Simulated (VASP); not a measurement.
# Pb (Im-3m) in VASP: notebook

Pb is run at these levels: BLYP, r2SCAN, revPBE; tasks: single point, relaxation of cell and atoms.

All numbers are computed with VASP 6.6.1; they aren't measurements. Logs are shortened: lines on timing, memory, paths and dates and some standing lists are left out, and cuts for length are marked.

## Step 1: The cell of the first run

The structure is cubic, space group Im-3m (No. 229). Conventional cell: a = 4.121 Å, b = 4.121 Å, c = 4.121 Å, α = 90.00°, β = 90.00°, γ = 90.00°. Pb (site symmetry m-3m) has 14 Pb at 3.57 to 4.12 Å within 4.7 Å.

## Step 2: Single point, BLYP

INCAR

```
PREC = Accurate
ENCUT = 520
EDIFF = 1E-6
ISMEAR = -1
SIGMA = 0.05
LREAL = False
LASPH = True
NELM = 60
ALGO = Normal
ISIF = 2
LWAVE = False
LCHARG = False
GGA = B5
ALDAX = 1.0
AGGAX = 1.0
AGGAC = 1.0
ALDAC = 0.0
NBANDS = 13
```

KPOINTS

```
regular mesh
0
Gamma
  9 9 9
```

POSCAR

```
Pb
1.0
   -2.0604756058      2.0604756058      2.0604756058
    2.0604756058     -2.0604756058      2.0604756058
    2.0604756058      2.0604756058     -2.0604756058
Pb
1
Direct
    0.0000000000      0.0000000000      0.0000000000
```

Potentials or basis: VASP PAW PBE potentials, release 64 (Pb_d).

The run is started by

```console
> cat potpaw_PBE.64/Pb_d/POTCAR > POTCAR
> mpirun -np 1 vasp_std > vasp.out
```

OUTCAR:

```text
PREC = Accurate
   ENCUT = 520
   EDIFF = 1E-6
   ISMEAR = -1
   LREAL = False
   LASPH = True
   NELM = 60
   ISIF = 2
   GGA = B5

 ion  position               nearest neighbor table
   1  0.000  0.000  0.000-

  LATTYP: Found a body centered cubic cell.
 ALAT       =     4.1209512116

  Lattice vectors:

 A1 = (  -2.0604756058,   2.0604756058,   2.0604756058)
 A2 = (   2.0604756058,  -2.0604756058,   2.0604756058)
 A3 = (   2.0604756058,   2.0604756058,  -2.0604756058)

Analysis of symmetry for initial positions (statically):
=====================================================================
 Subroutine PRICEL returns:
 Original cell was already a primitive cell.

 Routine SETGRP: Setting up the symmetry group for a
 body centered cubic supercell.

 Subroutine GETGRP returns: Found 48 space group operations
 (whereof 48 operations were pure point group operations)
 out of a pool of 48 trial point group operations.

The static configuration has the point symmetry O_h .

Analysis of symmetry for dynamics (positions and initial velocities):
=====================================================================
 Subroutine PRICEL returns:
 Original cell was already a primitive cell.

 Routine SETGRP: Setting up the symmetry group for a
 body centered cubic supercell.

 Subroutine GETGRP returns: Found 48 space group operations
 (whereof 48 operations were pure point group operations)
 out of a pool of 48 trial point group operations.

The dynamic configuration has the point symmetry O_h .

 Subroutine INISYM returns: Found 48 space group operations
 (whereof 48 operations are pure point group operations),
 and found     1 'primitive' translations

----------------------------------------------------------------------------------------

                                     Primitive cell

  volume of cell :      34.9915

  direct lattice vectors                    reciprocal lattice vectors
    -2.060475606  2.060475606  2.060475606     0.000000000  0.242662422  0.242662422
     2.060475606 -2.060475606  2.060475606     0.242662422  0.000000000  0.242662422
     2.060475606  2.060475606 -2.060475606     0.242662422  0.242662422  0.000000000

  length of vectors
     3.568848437  3.568848437  3.568848437     0.343176488  0.343176488  0.343176488

  position of ions in fractional coordinates (direct lattice)
     0.000000000  0.000000000  0.000000000
[... 75 lines left out ...]
   NELM   =     60;   NELMIN=  2; NELMDL= -5     # of ELM steps
   EDIFF  = 0.1E-05   stopping-criterion for ELM
   LREAL  =      F    real-space projection
   EDIFFG = 0.1E-04   stopping-criterion for IOM
   NSW    =      0    number of steps for IOM
   IBRION =     -1    ionic relax: 0-MD 1-quasi-New 2-CG
   NFREE  =      0    steps in history (QN), initial steepest desc. (CG)
   ISIF   =      2    stress and relaxation
   ISYM   =      2    0-nonsym 1-usesym 2-fastsym
   POTIM  = 0.5000    time-step for ionic-motion
   TEBEG  =    0.0;   TEEND  =   0.0 temperature during run
   PSTRESS=    0.0 pullay stress
   NELECT =      14.0000    total number of electrons
   NUPDOWN=      -1.0000    fix difference up-down
   EMIN   =  10.00;   EMAX   =-10.00  energy-range for DOS
   EFERMI =   0.00;   METHOD = LEGACY
   ISMEAR =    -1;   SIGMA  =   0.05  broadening in eV -4-tet -1-fermi 0-gaus
   EFERMI_NEDOS =   21; number of points for ismear=-14 and -15
   IALGO  =     38    algorithm
   IMIX   =      4    mixing-type and parameters
     AMIX     =   0.40;   BMIX     =  1.00
     AMIX_MAG =   1.60;   BMIX_MAG =  1.00
  volume/ion in A,a.u.               =      34.99       236.13
  Fermi-wavevector in a.u.,A,eV,Ry     =   1.206322  2.279619 19.799383  1.455214
  Thomas-Fermi vector in A             =   2.341993
   LORBIT       =      0    0 simple, 1 ext, 2 COOP (PROOUT), +10 PAW based schemes
   GGA     = B5    functional components
   LHFCALC =     F    Hartree Fock is set to
   AEXX    =    0.0000 exact exchange contribution
   IVDW    =     0    specifies the selected vdW correction
   LEPSILON=     F    determine dielectric tensor
   LRPA    =     F    only Hartree local field effects (RPA)
 non-spin polarized calculation
  energy-cutoff  :      520.00
  volume of cell :       34.99
 maximum number of plane-waves:       959
   NGX = 13   NGY = 13   NGZ = 13

 number of electron      14.0000005 magnetization

 Free energy of the ion-electron system (eV)
  ---------------------------------------------------
  ext. energy  EPLUGINS =         0.00000000
  ---------------------------------------------------
  free energy    TOTEN  =        -2.81346636 eV

  energy without entropy =       -2.80180533  energy(sigma->0) =       -2.80763584

 E-fermi :   6.2674     XC(G=0):  -8.9456

 val. band max:        6.2258028471   @ k =  -0.2222   0.3333   0.1111
 cond. band min:       6.2952827496   @ k =   0.2222   0.1111   0.0000
 fundamental gap:      0.0694799025
 Fermi energy:         6.2673927153

 k-point     1 :       0.0000    0.0000    0.0000
  band No.  band energies     occupation
      1     -10.7778      2.00000
      2     -10.7778      2.00000
      3     -10.7778      2.00000
      4     -10.6152      2.00000
      5     -10.6152      2.00000
      6      -4.6647      2.00000
      7      12.4808      0.00000
      8      12.4809      0.00000
      9      12.4809      0.00000
     10      16.4719      0.00000
     11      17.3888      0.00000
     12      17.3888      0.00000
     13      17.3888      0.00000
[... 354 lines left out ...]
  band No.  band energies     occupation
      1     -10.7704      2.00000
      2     -10.7290      2.00000
      3     -10.6675      2.00000
      4     -10.6267      2.00000
      5     -10.5348      2.00000
      6      -1.3020      2.00000
      7       3.5876      2.00000
      8       6.9078      0.00001
      9      10.1592      0.00000
     10      14.6253      0.00000
     11      15.9723      0.00000
     12      16.9049      0.00000
     13      18.3168      0.00000

 [... further k-points ...]
[... 5 lines left out ...]
  --------------------------------------------------------------------------------------
  -------------------------------------------------------------------------------------
  Total        0.0043381      0.0043381      0.0043381     -0.0000000      0.0000000      0.0000000
  in kB        0.1986316      0.1986316      0.1986316     -0.0000000      0.0000000      0.0000000
  external PRESSURE =       0.1986316 kB  Pullay stress =       0.0000000 kB

 VOLUME and BASIS-vectors are now :
 -----------------------------------------------------------------------------
  energy-cutoff  :      520.00
  volume of cell :       34.99
      direct lattice vectors                 reciprocal lattice vectors
    -2.060475606  2.060475606  2.060475606     0.000000000  0.242662422  0.242662422
     2.060475606 -2.060475606  2.060475606     0.242662422  0.000000000  0.242662422
     2.060475606  2.060475606 -2.060475606     0.242662422  0.242662422  0.000000000

 POSITION                                       TOTAL-FORCE (eV/Angst)
 -----------------------------------------------------------------------------------
      0.00000      0.00000      0.00000         0.000000     -0.000000      0.000000
 -----------------------------------------------------------------------------------
    total drift:                               -0.000000     -0.000000     -0.000000

  FREE ENERGIE OF THE ION-ELECTRON SYSTEM (eV)
  ---------------------------------------------------
  free  energy   TOTEN  =        -2.8134663586 eV

  energy  without entropy=       -2.8018053300  energy(sigma->0) =       -2.80763584
```

It took 41 s on 1 thread of Intel Xeon 8259CL, shared host; peak memory 0.16 GiB.

What came out:

```yaml
Free_energy: -2.8135 eV
Pressure: 0.0 GPa
Band_gap_on_the_k_mesh: zero (band 7 reaches 12.48 eV, above the bottom of band 8 at 4.62 eV)
```

Levels at points of the mesh, in eV from the Fermi level:
```tsv
k point	band 5	band 6	band 7	band 8	band 9	band 10
(0.00, 0.00, 0.00)	-16.88	-10.93	6.21	6.21	6.21	10.20
```

Caveat: the PAW data sets were made with another functional, which shifts forces and pressure a little; spin-orbit coupling is left out, which moves the levels of the heavy elements.

## Step 3: Single point, r2SCAN

This run uses another cell than the first one, of 31.03 Å³/atom, 0.887 times its volume.

POSCAR

```
Pb
1.0
   -1.9796595667      1.9796595667      1.9796595667
    1.9796595667     -1.9796595667      1.9796595667
    1.9796595667      1.9796595667     -1.9796595667
Pb
1
Direct
    0.0000000000      0.0000000000      0.0000000000
```

INCAR.step1

```
SYSTEM = Pb
ALGO     = Normal         ! electronic algorithm
EDIFF    = 1E-4           ! SCF threshold, eV
ENCUT    = 520            ! plane-wave cutoff, eV
GGA      = PE             ! functional
ISMEAR   = -1             ! smearing method
LASPH    = .TRUE.         ! aspherical terms in the spheres
LCHARG   = .FALSE.        ! write CHGCAR
LREAL    = .FALSE.        ! projectors in reciprocal space
LWAVE    = .TRUE.         ! write WAVECAR
NBANDS   = 13             ! bands
NELM     = 80             ! most SCF steps
PREC     = Accurate       ! precision mode
SIGMA    = 0.05           ! smearing width, eV
```

INCAR.step2

```
SYSTEM = Pb
ALGO     = Normal         ! electronic algorithm
EDIFF    = 1E-6           ! SCF threshold, eV
ENCUT    = 520            ! plane-wave cutoff, eV
ISIF     = 2              ! what is computed and relaxed
ISMEAR   = -1             ! smearing method
ISTART   = 1            
LASPH    = .TRUE.         ! aspherical terms in the spheres
LCHARG   = .TRUE.         ! write CHGCAR
LELF     = .TRUE.         ! ELF
LMIXTAU  = .TRUE.       
LREAL    = .FALSE.        ! projectors in reciprocal space
LVHAR    = .TRUE.       
LWAVE    = .FALSE.        ! write WAVECAR
METAGGA  = R2SCAN         ! meta-GGA
NBANDS   = 13             ! bands
NELM     = 80             ! most SCF steps
PREC     = Accurate       ! precision mode
SIGMA    = 0.05           ! smearing width, eV
```

KPOINTS

```
k-points
0
G
  9 9 9
  0 0 0
```

Potentials or basis: VASP PAW PBE potentials, release 64 (Pb_d).

The run is started by

```console
> cat potpaw_PBE.64/Pb_d/POTCAR > POTCAR
> cp INCAR.step1 INCAR
> mpirun -np 1 vasp_std > vasp.out
> cp INCAR.step2 INCAR
> mpirun -np 1 vasp_std > vasp.out
```

OUTCAR:

```text
SYSTEM = Pb
   EDIFF = 1E-6
   ENCUT = 520
   ISIF = 2
   ISMEAR = -1
   ISTART = 1
   LASPH = .TRUE.
   LREAL = .FALSE.
   METAGGA = R2SCAN
   NELM = 80
   PREC = Accurate

 ion  position               nearest neighbor table
   1  0.000  0.000  0.000-

  LATTYP: Found a body centered cubic cell.
 ALAT       =     3.9593191334

  Lattice vectors:

 A1 = (  -1.9796595667,   1.9796595667,   1.9796595667)
 A2 = (   1.9796595667,  -1.9796595667,   1.9796595667)
 A3 = (   1.9796595667,   1.9796595667,  -1.9796595667)

Analysis of symmetry for initial positions (statically):
[... 553 lines left out ...]
      6      -0.7478      2.00000
      7       3.6527      2.00000
      8       7.6708      0.00001
      9      11.6833      0.00000
     10      16.2696      0.00000
     11      17.7612      0.00000
     12      18.6185      0.00000
     13      20.4015      0.00000

 [... further k-points ...]
[... 5 lines left out ...]
  --------------------------------------------------------------------------------------
  -------------------------------------------------------------------------------------
  Total       -0.0809035     -0.0809035     -0.0809035     -0.0000000     -0.0000000     -0.0000000
  in kB       -4.1768278     -4.1768278     -4.1768278     -0.0000000     -0.0000000     -0.0000000
  external PRESSURE =      -4.1768278 kB  Pullay stress =       0.0000000 kB

 VOLUME and BASIS-vectors are now :
 -----------------------------------------------------------------------------
  energy-cutoff  :      520.00
  volume of cell :       31.03
      direct lattice vectors                 reciprocal lattice vectors
    -1.979659567  1.979659567  1.979659567     0.000000000  0.252568678  0.252568678
     1.979659567 -1.979659567  1.979659567     0.252568678  0.000000000  0.252568678
     1.979659567  1.979659567 -1.979659567     0.252568678  0.252568678  0.000000000

 POSITION                                       TOTAL-FORCE (eV/Angst)
 -----------------------------------------------------------------------------------
      0.00000      0.00000      0.00000         0.000000     -0.000000      0.000000
 -----------------------------------------------------------------------------------
    total drift:                               -0.000000     -0.000000     -0.000000

  FREE ENERGIE OF THE ION-ELECTRON SYSTEM (eV)
  ---------------------------------------------------
  free  energy   TOTEN  =       -56.2240260335 eV

  energy  without entropy=      -56.2190569964  energy(sigma->0) =      -56.22154151
```

OUTCAR.step1:

```text
SYSTEM = Pb
   EDIFF = 1E-4
   ENCUT = 520
   GGA = PE
   ISMEAR = -1
   LASPH = .TRUE.
   LREAL = .FALSE.
[... 600 lines left out ...]
 -----------------------------------------------------------------------------------
      0.00000      0.00000      0.00000         0.000000      0.000000      0.000000
 -----------------------------------------------------------------------------------
    total drift:                               -0.000000     -0.000000     -0.000000

  FREE ENERGIE OF THE ION-ELECTRON SYSTEM (eV)
  ---------------------------------------------------
  free  energy   TOTEN  =        -3.5043843715 eV

  energy  without entropy=       -3.4988675972  energy(sigma->0) =       -3.50162598
```

Wall time 1.9 min (1 thread of Intel Xeon 8259CL, shared host); peak memory 0.17 GiB.

What came out:

- Free energy: -56.2240 eV
- Pressure: -0.4 GPa
- Band gap on the k mesh: zero (band 7 reaches 14.69 eV, above the bottom of band 8 at 4.89 eV)

Levels at points of the mesh, in eV from the Fermi level:
```csv
k point,band 4,band 5,band 6,band 7,band 8,band 9,band 10,band 11
"(0.00, 0.00, 0.00)",-17.60,-17.60,-12.21,7.66,7.66,7.66,11.78,11.78
```

Caveat: the PAW data sets were made with another functional, which shifts forces and pressure a little; spin-orbit coupling is left out, which moves the levels of the heavy elements.

## Step 4: Relaxation of cell and atoms, revPBE

This run uses another cell than the first one, of 31.03 Å³/atom, 0.887 times its volume.

INCAR

```
SYSTEM = Pb
PREC = Accurate
ENCUT = 600
EDIFF = 1E-7
ISMEAR = -1
SIGMA = 0.05
LREAL = .FALSE.
LASPH = .TRUE.
NELM = 80
ALGO = Normal
ISIF = 3
LWAVE = .FALSE.
LCHARG = .FALSE.
GGA = RE
IBRION = 2
NSW = 60
EDIFFG = -0.01
```

KPOINTS

```
Automatic mesh
0
G
  9 9 9
  0 0 0
```

POSCAR is that of step 3.

The run is started by

```console
> cat potpaw_PBE.64/Pb_d/POTCAR > POTCAR
> mpirun -np 1 vasp_std > vasp.out
```

It took 51 s on 1 thread of Intel Xeon 8259CL, shared host; peak memory 0.17 GiB.

The run converged. Its results:

```yaml
Free_energy: -3.1845 eV
Relaxed_volume: 32.60 Å³/atom
Relaxed_cell: a = 3.486 Å, b = 3.486 Å, c = 3.486 Å, α = 109.47°, β = 109.47°, γ = 109.47°
Space_group_after_relaxing_to_0.05_Å: Im-3m (No. 229)
Energy_gained_by_relaxing: 8.8 meV/atom
Ionic_steps: 3
Pressure_after_relaxing: 0.0 GPa
Band_gap_on_the_k_mesh: zero (band 7 reaches 13.63 eV, above the bottom of band 8 at 4.72 eV)
```

The path:
```
step  energy change (eV)  largest force (eV/Å)  pressure (GPa)  volume (Å³)
   1              0.0000                0.0000            1.91        31.03
   2             -0.0088                0.0000           -0.12        32.73
   3             -0.0088                0.0000            0.00        32.60
```

Final structure:
```
Pb
1.0
    -2.01248    2.01248    2.01248
     2.01248   -2.01248    2.01248
     2.01248    2.01248   -2.01248
Pb
1
Cartesian
  0.0000 0.0000 0.0000
```

Levels at points of the mesh, in eV from the Fermi level:
| k point | band 4 | band 5 | band 6 | band 7 | band 8 | band 9 | band 10 | band 11 |
| --- | --- | --- | --- | --- | --- | --- | --- | --- |
| (0.00, 0.00, 0.00) | -16.97 | -16.97 | -11.32 | 7.01 | 7.01 | 7.01 | 10.73 | 10.94 |

Caveat: the PAW data sets were made with another functional, which shifts forces and pressure a little; spin-orbit coupling is left out, which moves the levels of the heavy elements.

## Step 5: Relaxation of cell and atoms, BLYP

This run uses another cell than the first one, of 31.03 Å³/atom, 0.887 times its volume.

INCAR

```
SYSTEM = Pb
  PREC = Accurate
  ENCUT = 600
  EDIFF = 1E-7
  ISMEAR = -1
  SIGMA = 0.05
  LREAL = .FALSE.
  LASPH = .TRUE.
  NELM = 100
  ALGO = Fast
  ISIF = 3
  LWAVE = .FALSE.
  LCHARG = .FALSE.
  GGA = B5
  ALDAX = 1.0
  AGGAX = 1.0
  AGGAC = 1.0
  ALDAC = 0.0
  IBRION = 2
  NSW = 60
  EDIFFG = -0.01
```

KPOINTS is that of step 4.

POSCAR is that of step 4.

The run is started by

```console
> cat potpaw_PBE.64/Pb_d/POTCAR > POTCAR
> mpirun -np 1 vasp_std > vasp.out
```

Run time: 2.2 min. Hardware: 1 thread of Intel Xeon 8259CL, shared host; peak memory 0.17 GiB.

The run converged. Its results:

* Free energy: -2.8125 eV
* Relaxed volume: 35.03 Å³/atom
* Relaxed cell: a = 3.570 Å, b = 3.570 Å, c = 3.570 Å, α = 109.47°, β = 109.47°, γ = 109.47°
* Space group after relaxing (to 0.05 Å): Im-3m (No. 229)
* Energy gained by relaxing: 49.6 meV/atom
* Ionic steps: 3
* Pressure after relaxing: 0.0 GPa
* Band gap on the k mesh: zero (band 7 reaches 12.46 eV, above the bottom of band 8 at 4.61 eV)

Step by step:
```tsv
step	energy change (eV)	largest force (eV/Å)	pressure (GPa)	volume (Å³)
1	0.0000	0.0000	4.50	31.03
2	-0.0496	0.0000	-0.06	35.12
3	-0.0496	0.0000	-0.02	35.03
```

Final structure:
```
CELL_PARAMETERS angstrom
-2.06124 2.06124 2.06124
2.06124 -2.06124 2.06124
2.06124 2.06124 -2.06124
ATOMIC_POSITIONS crystal
Pb 0.00000 0.00000 0.00000
```

Levels at points of the mesh, in eV from the Fermi level:
```tsv
k point	band 5	band 6	band 7	band 8	band 9	band 10
(0.00, 0.00, 0.00)	-16.88	-10.93	6.21	6.21	6.21	10.20
```

Caveat: the PAW data sets were made with another functional, which shifts forces and pressure a little; spin-orbit coupling is left out, which moves the levels of the heavy elements.

## Step 6: Overview

```csv
task,level,cell,cutoff (eV),gap on the mesh (eV),pressure (GPa),relaxed volume (Å³/atom)
single point,BLYP,"a = 3.569 Å, angles 109.5°, 1 atom",520,none,0.0,-
single point,r2SCAN,"a = 3.429 Å, angles 109.5°, 1 atom",520,none,-0.4,-
relaxation of cell and atoms,revPBE,"relaxed from a = 3.429 Å, angles 109.5°, 1 atom",600,none,0.0,32.60
relaxation of cell and atoms,BLYP,"relaxed from a = 3.429 Å, angles 109.5°, 1 atom",600,none,0.0,35.03
```

Alike in all rows: potentials or basis VASP PAW PBE potentials, release 64 (Pb_d); no spin polarisation; k mesh 9 × 9 × 9; smearing fermi-dirac 0.05 eV.

Caveats: the PAW data sets were made with another functional, which shifts forces and pressure a little; spin-orbit coupling is left out, which moves the levels of the heavy elements.

Total energies depend on the potentials used, so only differences within one code and one set of settings carry meaning.
